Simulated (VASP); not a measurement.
Input of a VASP 6.6.1 run:

INCAR

```
ALGO = Normal
EDIFF = 1E-6
ENCUT = 520
ISIF = 2
ISMEAR = -1
LASPH = T
LCHARG = F
LREAL = F
LWAVE = F
NBANDS = 12
NELM = 100
PREC = Accurate
SIGMA = 0.1
```

KPOINTS

```
k-points
0
Gamma
  7 7 7
```

The input POSCAR:

```
Hg
1.0
    1.7463233735      1.0082402698      2.1478810803
   -1.7463233735      1.0082402698      2.1478810803
    0.0000000000     -2.0164805396      2.1478810803
Hg
1
Direct
    0.0000000000      1.0000000000      0.0000000000
```

Potentials or basis: VASP PAW LDA potentials, release 64 (Hg).

Launch:

```sh
$ cat potpaw_LDA.64/Hg/POTCAR > POTCAR
$ mpirun -np 1 vasp_std > vasp.out
```

**Question.** What does it give for the pressure?

**Answer.** 1.6 GPa.

**Question.** What does it give for the band gap on the k mesh?

**Answer.** Zero (band 6 reaches 4.37 eV, above the bottom of band 7 at 1.99 eV).

Stress tensor (GPa, compression positive):
```
1.06 0.00 0.00
0.00 1.06 0.00
0.00 0.00 2.79
```

Caveat: spin-orbit coupling is left out, which moves the levels of the heavy elements.
